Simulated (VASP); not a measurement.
Si62Ge (a cell with a defect): single point with PBEsol

Si62Ge (a cell with a defect):

```xyz
63
Lattice="10.8600 0.0000 0.0000 0.0000 10.8600 0.0000 0.0000 0.0000 10.8600" Properties=species:S:1:pos:R:3 pbc="T T T"
Si    5.4865    0.0510    0.0565
Si    8.0940    2.6585    0.0565
Si    9.4856    4.0394    1.3680
Si    9.4828    1.3800    4.0528
Si    0.0073   -0.0010    0.0092
Si    1.3622    1.3526    1.3624
Si    2.7106    2.7078    0.0072
Si    4.1032    4.0418    1.3453
Si    5.4372    5.4344    0.0072
Si    6.7924    6.7828    1.3624
Si    8.1460    8.1377    0.0092
Si    9.4828    9.5222    1.3350
Si    2.7178   -0.0018    2.7168
Si    4.1056    1.3470    4.0556
Si    5.4865    2.6585    2.6640
Si    6.7980    4.0394    4.0556
Si    8.1468    5.4272    2.7168
Si    9.5051    6.7988    4.0751
Si    5.4392   -0.0010    5.4373
Si    6.7924    1.3526    6.7922
Si    8.1460    2.7058    5.4373
Si    9.5055    4.0655    6.7886
Si    8.1468   -0.0018    8.1478
Si    9.4856    1.3470    9.5356
Si   -0.0049    5.4279    0.0057
Si    1.3601    6.7849    1.3731
Si    2.7171    8.1499    0.0057
Si    4.1056    9.5194    1.3680
Si    0.0073    2.7058    2.7160
Si    1.3586    4.0655    4.0755
Si    2.7258    5.4192    2.7200
Si    4.0795    6.7864    4.0755
Si    5.4392    8.1377    2.7160
Si    6.7650    9.5222    4.0528
Si   -0.0140    0.0101    5.4160
Si    1.3601    1.3419    6.7901
Si    2.7171    2.7093    5.4251
Si    4.0787    4.0663    6.7816
Si    5.4357    5.4279    5.4251
Si    6.8031    6.7849    6.7901
Si    8.1349    8.1590    5.4160
Si    9.5051    9.4999    6.7762
Si    2.7258   -0.0050    8.1558
Si    4.1032    1.3697    9.5332
Si    5.4372    2.7078    8.1406
Si    6.7753    4.0418    9.5332
Si    8.1500    5.4192    8.1558
Si    9.5055    6.7864    9.5095
Si   -0.0140    8.1590    2.7049
Si    1.3462    9.4999    4.0751
Si    0.0036    5.4373    5.4336
Si    1.3612    6.7838    6.7912
Si    2.7077    8.1414    5.4336
Si    4.0795    9.4995    6.7886
Si   -0.0049    2.7093    8.1471
Si    1.3516    4.0663    9.5087
Si    2.7142    5.4308    8.1442
Si    4.0787    6.7934    9.5087
Si    5.4357    8.1499    8.1471
Si    6.7980    9.5194    9.5356
Si    0.0036    8.1414    8.1377
Si    1.3586    9.4995    9.5095
Ge    7.9357    0.2093    2.5057
```

```json
{"Program": "VASP 6.6.1", "Task": "single point", "Functional": "PBEsol", "Potentials or basis": "VASP PAW PBE potentials, release 64 (Si, Ge_d)", "Cutoff": "520 eV", "k mesh": "1 × 1 × 1", "Occupations": "fermi-dirac, width 0.05 eV", "Spin": "no spin polarisation", "Dipole correction": "no", "Charge": "-2", "Further INCAR settings": "LREAL = Auto; ALGO = Normal; EDIFF = 1e-06; NBANDS = 168; NELECT = 264.0"}
```

- Largest force: 0.036 eV/Å

Forces on the atoms (eV/Å):
```
Si   0.007 -0.006  0.007
Si   0.006 -0.007  0.007
Si   0.007  0.018 -0.005
Si  -0.011 -0.010 -0.011
Si  -0.002 -0.011 -0.002
Si   0.012 -0.005  0.005
Si  -0.002  0.005 -0.005
Si  -0.022  0.022  0.018
Si  -0.005  0.002 -0.005
Si   0.005 -0.012  0.005
Si   0.011  0.002 -0.002
Si  -0.011  0.011  0.010
Si   0.008 -0.008  0.008
Si  -0.018  0.005  0.007
Si   0.007 -0.007  0.006
Si  -0.005  0.018  0.007
Si   0.008 -0.008  0.008
Si  -0.001 -0.012 -0.001
Si  -0.002 -0.011 -0.002
Si   0.005 -0.005  0.012
Si   0.011  0.002 -0.002
Si   0.000  0.006  0.002
Si   0.008 -0.008  0.008
Si   0.007  0.005 -0.018
Si  -0.007 -0.007  0.008
Si   0.008 -0.008  0.001
Si   0.007  0.007  0.008
Si  -0.018 -0.007 -0.005
Si  -0.002  0.002  0.011
Si   0.002  0.006  0.000
Si  -0.002  0.002 -0.019
Si  -0.006 -0.002  0.000
Si  -0.002  0.002  0.011
Si   0.010  0.011 -0.011
Si  -0.009  0.000 -0.009
Si   0.008 -0.001  0.008
Si   0.007 -0.008 -0.007
Si  -0.004  0.004  0.014
Si   0.008 -0.007 -0.007
Si   0.001 -0.008  0.008
Si   0.000  0.009 -0.009
Si  -0.001  0.001  0.012
Si  -0.002  0.019 -0.002
Si  -0.022 -0.018 -0.022
Si  -0.005  0.005 -0.002
Si   0.018  0.022 -0.022
Si  -0.019  0.002 -0.002
Si   0.000 -0.002 -0.006
Si  -0.009  0.009  0.000
Si   0.012  0.001 -0.001
Si  -0.003  0.003 -0.003
Si   0.006 -0.006  0.006
Si  -0.003  0.003 -0.003
Si  -0.006  0.000  0.002
Si  -0.007 -0.008  0.007
Si   0.014  0.004 -0.004
Si  -0.005  0.005 -0.005
Si  -0.004 -0.014 -0.004
Si   0.008  0.007  0.007
Si  -0.005 -0.007 -0.018
Si  -0.003  0.003 -0.003
Si   0.002  0.000 -0.006
Ge   0.009 -0.009  0.009
```

Levels at points of the mesh, in eV from the Fermi level:
| k point | band 127 | band 128 | band 129 | band 130 | band 131 | band 132 | band 133 | band 134 | band 135 | band 136 |
| --- | --- | --- | --- | --- | --- | --- | --- | --- | --- | --- |
| (0.00, 0.00, 0.00) | -1.54 | -0.83 | -0.83 | -0.82 | -0.07 | 0.03 | 0.03 | 0.08 | 0.08 | 0.14 |

Wall time 4.1 min on 1 thread of Intel(R) Xeon(R) Platinum 8488C (Sapphire Rapids) (shared host), peak memory 0.95 GiB.

Caveat: the k points lie up to 0.58 Å⁻¹ apart; the cell carries a net charge on a neutralising background, which shifts energy and pressure; the cell is charged against a uniform background, so pressure and absolute levels hang on convention; the PAW data sets were made with another functional, which shifts forces and pressure a little.
